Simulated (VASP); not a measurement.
LiTlF3, 5 atoms in the cell. Symmetry: Pm-3m, No. 221, cubic system. Conventional cell: a = 3.890 Å, b = 3.890 Å, c = 3.890 Å, α = 90.00°, β = 90.00°, γ = 90.00°. Within 2.6 Å of Li (site symmetry m-3m) lie 6 F at 1.95 Å. Within 3.6 Å of Tl (site symmetry m-3m) lie 12 F at 2.75 Å and 8 Li at 3.37 Å. F (site symmetry 4/mmm) has 2 Li at 1.95 Å within 2.6 Å. 

- Program: VASP 6.6.1
- Task: relaxation of cell and atoms
- Functional: PBE
- Potentials or basis: VASP PAW PBE potentials, release 64 (Li_sv, Tl_d, F)
- Cutoff: 600 eV
- k mesh: 10 × 10 × 10
- Occupations: gaussian, width 0.1 eV
- Spin: no spin polarisation
- Dipole correction: no
- Further INCAR settings: ALGO = Normal; EDIFF = 1e-07; IBRION = 2; EDIFFG = -0.01; NSW = 100; ISIF = 3

Potentials or basis: VASP PAW PBE potentials, release 64 (Li_sv, Tl_d, F).

Run with:

```console
$ cat potpaw_PBE.64/Li_sv/POTCAR potpaw_PBE.64/Tl_d/POTCAR potpaw_PBE.64/F/POTCAR > POTCAR
$ mpirun -np 1 vasp_std > vasp.out
```

Hardware: 1 thread of Intel(R) Xeon(R) Platinum 8488C (Sapphire Rapids), with other jobs on the host.

**Question.** How long does it take, and how much memory?

**Answer.** Run time: 66 s on 1 thread of Intel(R) Xeon(R) Platinum 8488C (Sapphire Rapids), on a shared host, peak memory 0.24 GiB. Counts: scf iterations 32, k points 56, ion steps 3.
